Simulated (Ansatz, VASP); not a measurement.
## Two plane-wave programs on CdS

The input INCAR:

```
SYSTEM = CdS
PREC     = Accurate       ! precision mode
ENCUT    = 520            ! plane-wave cutoff, eV
EDIFF    = 1E-7           ! SCF threshold, eV
ISMEAR   = 0              ! smearing method
SIGMA    = 0.01           ! smearing width, eV
LREAL    = .FALSE.        ! projectors in reciprocal space
LASPH    = .TRUE.         ! aspherical terms in the spheres
NELM     = 150            ! most SCF steps
ALGO     = Normal         ! electronic algorithm
ISIF     = 2              ! what is computed and relaxed
LWAVE    = .FALSE.        ! write WAVECAR
LCHARG   = .FALSE.        ! write CHGCAR
LNONCOLLINEAR= .TRUE.         ! non-collinear magnetism
MAGMOM   = 0 0 0 0 0 0    ! initial moments
LORBIT   = 11             ! projections on sites
LSORBIT  = .TRUE.         ! spin-orbit coupling
GGA_COMPAT= .FALSE.      
LORBMOM  = .TRUE.       
GGA      = PS             ! functional
NBANDS   = 30             ! bands
```

The input KPOINTS:

```
Automatic mesh
0
G
  6 6 6
  0 0 0
```

Contents of POSCAR:

```
CdS
1.0
    0.0000000000      2.9122833951      2.9122833951
    2.9122833951      0.0000000000      2.9122833951
    2.9122833951      2.9122833951      0.0000000000
Cd S
1 1
Direct
    0.0000000000      0.0000000000      0.0000000000
    0.7500000000      0.7500000000      0.7500000000
```

Input for Ansatz:

```yaml
crystal:
  lattice:
    - [0.0, 2.91228339506, 2.91228339506]
    - [2.91228339506, 0.0, 2.91228339506]
    - [2.91228339506, 2.91228339506, 0.0]
  atoms:
    - { symbol: Cd, position: [0.0, 0.0, 0.0] }
    - { symbol: S, position: [0.75, 0.75, 0.75] }
kpoints:
  mp_grid: { grid: [6, 6, 6] }
scf:
  occupations: { method: fixed }
hamiltonian:
  xc: pbesol
  pseudopotentials: { kind: paw_fr }
magnetization:
  noncollinear: true
  spin_orbit: true
output:
  forces: true
  stress: true
  eigenvalues: true
  eigenstates:
    nscf_kmesh: { grid: [10, 10, 10] }
    de_dk: true
    e_range: [-9, 11.0119773221]
checkpoint:
  write: ck
  write_wavefunctions: false
```

Alike in both runs: task single point; functional PBEsol; k mesh 6 × 6 × 6; non-collinear spin, spin-orbit coupling.

```csv
,VASP,Ansatz
version,VASP 6.6.1,Ansatz 0.2.0
potentials or method,"VASP PAW PBE potentials, release 64 (Cd, S)","PAW with Ansatz's default frozen-core files, fully relativistic files with spin-orbit coupling"
plane-wave cutoff (eV),520,420
occupations,"gaussian, width 0.01 eV",fixed
valence electrons in the cell,18,26
```

```csv
,VASP,Ansatz,Ansatz less VASP
pressure (GPa),0.4,-0.1,-0.43
net moment per atom (μB),0.00,0.00,0.000
```

VASP's potentials were made for PBE, not for PBEsol. VASP's potentials hold 18 valence electrons a cell and Ansatz's 26, so a difference there can come from the potentials and not from the codes.
